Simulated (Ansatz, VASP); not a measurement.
WS2: VASP beside Ansatz

```
W S
1.0
     3.18782    0.00000    0.00000
    -1.59391    2.76074    0.00000
     0.00000    0.00000   14.79375
W S
2 4
Direct
  0.66667 0.33333 0.75000
  0.33333 0.66667 0.25000
  0.33333 0.66667 0.85619
  0.66667 0.33333 0.35619
  0.33333 0.66667 0.64381
  0.66667 0.33333 0.14381
```

Alike in both runs: functional PBE; k mesh 12 × 12 × 2; occupations gaussian, width 0.02 eV; no spin polarisation.

Ansatz relaxed the structure, and its values are those at the end. VASP's run is a single point on that final structure, the one shown.

|  | VASP | Ansatz |
| --- | --- | --- |
| version | VASP 6.6.1 | Ansatz 0.2.0 |
| potentials or method | VASP PAW PBE potentials, release 64 (W_sv, S), cutoff 520 eV | scalar-relativistic, plane waves, PAW |
| valence electrons in the cell | 52 | 52 |

|  | VASP | Ansatz | Ansatz less VASP |
| --- | --- | --- | --- |
| gap on the k mesh at the Fermi level (eV) | 1.63 | 1.62 | -0.014 |
| pressure (GPa) | 0.0 | 0.0 | +0.04 |

Spin-orbit coupling is off throughout.
